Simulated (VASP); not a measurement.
# Hf (P6_3/mmc) in VASP: notebook, part 2 of 2

VASP 6.6.1. Earlier steps stand in the parts before.

## 5. Relaxation of cell and atoms, revPBE+D3(BJ)

This run uses another cell than the first one, of 22.38 Å³/atom, 1.030 times its volume.

Input file INCAR:

```
PREC = Accurate
ENCUT = 600
EDIFF = 1E-7
ISMEAR = -1
SIGMA = 0.05
LREAL = F
LASPH = T
NELM = 80
ALGO = Normal
ISIF = 3
LWAVE = F
LCHARG = F
GGA = RE
IVDW = 12
IBRION = 2
NSW = 80
EDIFFG = -0.005
```

Input file KPOINTS:

```
Automatic mesh
0
Gamma
  10 10 5
```

Input file POSCAR:

```
Hf
1.0
    3.1967000000      0.0000000000      0.0000000000
   -1.5983500000      2.7684234083      0.0000000000
    0.0000000000      0.0000000000      5.0578000000
Hf
2
Direct
    0.6666666667      0.3333333333      0.7500000000
    0.3333333333      0.6666666667      0.2500000000
```

Potentials or basis: VASP PAW PBE potentials, release 64 (Hf_pv).

Command:

```sh
> cat potpaw_PBE.64/Hf_pv/POTCAR > POTCAR
> mpirun -np 1 vasp_std > vasp.out
```

OUTCAR:

```text
PREC = Accurate
   ENCUT = 600
   EDIFF = 1E-7
   ISMEAR = -1
   LREAL = F
   LASPH = T
   NELM = 80
   ISIF = 3
   GGA = RE
   IVDW = 12
   IBRION = 2
   NSW = 80
   EDIFFG = -0.005
 IVDW          = 12

 ion  position               nearest neighbor table
   1  0.667  0.333  0.750-   2 3.13   2 3.13   2 3.13   2 3.13   2 3.13   2 3.13
   2  0.333  0.667  0.250-   1 3.13   1 3.13   1 3.13   1 3.13   1 3.13   1 3.13

  LATTYP: Found a hexagonal cell.
 ALAT       =     3.1967000000
 C/A-ratio  =     1.5821941377

  Lattice vectors:

 A1 = (   3.1967000000,   0.0000000000,   0.0000000000)
 A2 = (  -1.5983500000,   2.7684234083,   0.0000000000)
 A3 = (   0.0000000000,   0.0000000000,   5.0578000000)

Analysis of symmetry for initial positions (statically):
=====================================================================
 Subroutine PRICEL returns:
 Original cell was already a primitive cell.

 Routine SETGRP: Setting up the symmetry group for a
 hexagonal supercell.

 Subroutine GETGRP returns: Found 24 space group operations
 (whereof 12 operations were pure point group operations)
 out of a pool of 24 trial point group operations.

The static configuration has the point symmetry D_3d.
 The point group associated with its full space group is D_6h.

Analysis of symmetry for dynamics (positions and initial velocities):
=====================================================================
 Subroutine PRICEL returns:
 Original cell was already a primitive cell.

 Routine SETGRP: Setting up the symmetry group for a
 hexagonal supercell.

 Subroutine GETGRP returns: Found 24 space group operations
 (whereof 12 operations were pure point group operations)
 out of a pool of 24 trial point group operations.

The dynamic configuration has the point symmetry D_3d.
 The point group associated with its full space group is D_6h.

 Subroutine INISYM returns: Found 24 space group operations
 (whereof 12 operations are pure point group operations),
 and found     1 'primitive' translations

----------------------------------------------------------------------------------------

                                     Primitive cell

  volume of cell :      44.7606

[... 105 lines left out ...]
   IALGO  =     38    algorithm
   IMIX   =      4    mixing-type and parameters
     AMIX     =   0.40;   BMIX     =  1.00
     AMIX_MAG =   1.60;   BMIX_MAG =  1.00
  volume/ion in A,a.u.               =      22.38       151.03
  Fermi-wavevector in a.u.,A,eV,Ry     =   1.251563  2.365112 21.312311  1.566411
  Thomas-Fermi vector in A             =   2.385505
   LORBIT       =      0    0 simple, 1 ext, 2 COOP (PROOUT), +10 PAW based schemes
   GGA     = RE    functional components
   LHFCALC =     F    Hartree Fock is set to
   AEXX    =    0.0000 exact exchange contribution
   IVDW    =    12    specifies the selected vdW correction
   LEPSILON=     F    determine dielectric tensor
   LRPA    =     F    only Hartree local field effects (RPA)
 conjugate gradient relaxation of ions
 non-spin polarized calculation
  energy-cutoff  :      600.00
  volume of cell :       44.76
 maximum number of plane-waves:      1518
 NGX is ok and might be reduce to    28
   NGX = 13   NGY = 13   NGZ = 21

--------------------------------------- Ionic step        1  -------------------------------------------

 number of electron      20.0000001 magnetization

 Free energy of the ion-electron system (eV)
  ---------------------------------------------------
  ext. energy  EPLUGINS =         0.00000000
  ---------------------------------------------------
  free energy    TOTEN  =       -19.17273514 eV

  energy without entropy =      -19.16165323  energy(sigma->0) =      -19.16719418

------------------------ aborting loop because EDIFF is reached ----------------------------------------

 Edisp (eV)   -1.57311

 E8    (eV) :    -1.1999
[... 191 lines left out ...]
--------------------------------------- Ionic step        6  -------------------------------------------

 number of electron      19.9999998 magnetization

 Free energy of the ion-electron system (eV)
  ---------------------------------------------------
  ext. energy  EPLUGINS =         0.00000000
  ---------------------------------------------------
  free energy    TOTEN  =       -19.13364891 eV

  energy without entropy =      -19.12398294  energy(sigma->0) =      -19.12881592

 E-fermi :   5.2115     XC(G=0): -11.3924

 val. band max:        5.2069818451   @ k =   0.3000   0.3000   0.4000
 cond. band min:       5.3640601963   @ k =   0.2000   0.2000   0.4000
 fundamental gap:      0.1570783512
 Fermi energy:         5.2115219797

 k-point     1 :       0.0000    0.0000    0.0000
  band No.  band energies     occupation
      1     -25.8475      2.00000
      2     -25.0179      2.00000
      3     -25.0179      2.00000
      4     -24.8786      2.00000
      5     -24.8755      2.00000
      6     -24.8755      2.00000
      7      -2.2660      2.00000
      8       1.4249      2.00000
      9       5.9783      0.00000
     10       6.4330      0.00000
     11       6.4330      0.00000
     12       6.7416      0.00000
     13       7.2988      0.00000
     14       7.2988      0.00000
[... 377 lines left out ...]
      1     -25.6852      2.00000
      2     -25.5427      2.00000
      3     -25.3377      2.00000
      4     -25.2056      2.00000
      5     -25.0985      2.00000
      6     -25.0198      2.00000
      7       1.6962      2.00000
      8       2.6517      2.00000
      9       3.5079      2.00000
     10       4.0907      2.00000
     11       5.8831      0.00000
     12       6.2971      0.00000
     13       6.9350      0.00000
     14      10.1824      0.00000

 [... further k-points ...]

------------------------ aborting loop because EDIFF is reached ----------------------------------------

 Edisp (eV)   -1.62981

 E8    (eV) :    -1.2434
[... 25 lines left out ...]
  FREE ENERGIE OF THE ION-ELECTRON SYSTEM (eV)
  ---------------------------------------------------
  free  energy   TOTEN  =       -20.7634608204 eV

  energy  without entropy=      -20.7537948410  energy(sigma->0) =      -20.75862783

 reached required accuracy - stopping structural energy minimisation
```

OSZICAR:

```text
N       E                     dE             d eps       ncg     rms          rms(c)
DAV:   1     0.506365316959E+02    0.50637E+02   -0.12539E+04  1176   0.151E+03
DAV:   2    -0.178074779860E+02   -0.68444E+02   -0.67347E+02  1470   0.286E+02
DAV:   3    -0.198197303726E+02   -0.20123E+01   -0.19886E+01  1566   0.316E+01
[... 51 lines left out ...]
DAV:   2    -0.191336539532E+02    0.15738E-04   -0.32951E-05  1218   0.483E-02    0.155E-02
DAV:   3    -0.191336490842E+02    0.48690E-05   -0.89936E-06  1254   0.230E-02    0.674E-03
DAV:   4    -0.191336485717E+02    0.51247E-06   -0.15575E-06  1446   0.986E-03    0.549E-03
DAV:   5    -0.191336488733E+02   -0.30156E-06   -0.11647E-07   932   0.235E-03    0.977E-04
DAV:   6    -0.191336489147E+02   -0.41390E-07   -0.11903E-08   636   0.784E-04
   6 F= -.20763461E+02 E0= -.20758628E+02  d E =-.329351E-05
```

It took 53 s on 1 thread of Intel Xeon 6975P-C (Granite Rapids), shared host; peak memory 0.21 GiB.

What came out:

- Free energy: -20.7635 eV
- Relaxed volume: 21.63 Å³/atom
- Relaxed cell: a = 3.162 Å, b = 3.162 Å, c = 4.995 Å, α = 90.00°, β = 90.00°, γ = 120.00°
- Space group after relaxing (to 0.05 Å): P6_3/mmc (No. 194)
- Energy gained by relaxing: 8.8 meV/atom
- Ionic steps: 6
- Pressure after relaxing: 0.0 GPa
- Band gap on the k mesh: zero (band 10 reaches 6.43 eV, above the bottom of band 11 at 4.89 eV)
- Dispersion energy per atom: -0.815 eV

Step by step:
| step | energy change (eV) | largest force (eV/Å) | pressure (GPa) | volume (Å³) |
| --- | --- | --- | --- | --- |
| 1 | 0.0000 | 0.0000 | -3.64 | 44.76 |
| 2 | 0.0078 | 0.0000 | 4.90 | 41.54 |
| 3 | -0.0176 | 0.0000 | -0.03 | 43.27 |
| 4 | -0.0176 | 0.0000 | 0.05 | 43.24 |
| 5 | -0.0176 | 0.0000 | -0.05 | 43.28 |
| 6 | -0.0176 | 0.0000 | 0.01 | 43.26 |

Final structure:
```
Hf
1.0
     3.16210    0.00000    0.00000
    -1.58105    2.73846    0.00000
     0.00000    0.00000    4.99549
Hf
2
Cartesian
  1.5810 0.9128 3.7466
  0.0000 1.8256 1.2489
```

Levels at points of the mesh, in eV from the Fermi level:
| k point | band 8 | band 9 | band 10 | band 11 | band 12 | band 13 |
| --- | --- | --- | --- | --- | --- | --- |
| (0.00, 0.00, 0.00) | -3.79 | 0.77 | 1.22 | 1.22 | 1.53 | 2.09 |
| (0.50, 0.00, 0.00) | -2.85 | -2.31 | -0.75 | 0.81 | 0.95 | 1.79 |

Caveat: the PAW data sets were made with another functional, which shifts forces and pressure a little; spin-orbit coupling is left out, which moves the levels of the heavy elements; pairwise dispersion overbinds metals, which lowers pressure and volume.

## 6. The runs side by side

| task | level | cell | cutoff (eV) | smearing | gap on the mesh (eV) | pressure (GPa) |
| --- | --- | --- | --- | --- | --- | --- |
| single point | revPBE+D3(BJ) | a = 3.166, b = 3.166, c = 5.004 Å, angles 90.0, 90.0, 120.0°, 2 atoms | 520 | fermi-dirac 0.05 eV | none | -0.5 |
| single point | PBE+D3(BJ) | a = 3.171, b = 3.171, c = 5.010 Å, angles 90.0, 90.0, 120.0°, 2 atoms | 520 | fermi-dirac 0.05 eV | none | -0.5 |
| single point | PBE | a = 3.197, b = 3.197, c = 5.058 Å, angles 90.0, 90.0, 120.0°, 2 atoms | 520 | gaussian 0.02 eV | none | 0.2 |
| relaxation of cell and atoms | revPBE+D3(BJ) | relaxed from a = 3.197, b = 3.197, c = 5.058 Å, angles 90.0, 90.0, 120.0°, 2 atoms | 600 | fermi-dirac 0.05 eV | none | 0.0 |

Alike in all rows: potentials or basis VASP PAW PBE potentials, release 64 (Hf_pv); no spin polarisation; k mesh 10 × 10 × 5.

Caveats: spin-orbit coupling is left out, which moves the levels of the heavy elements; pairwise dispersion overbinds metals, which lowers pressure and volume (some runs); the PAW data sets were made with another functional, which shifts forces and pressure a little (some runs).

Absolute energies hang on the potentials; compare differences alone.
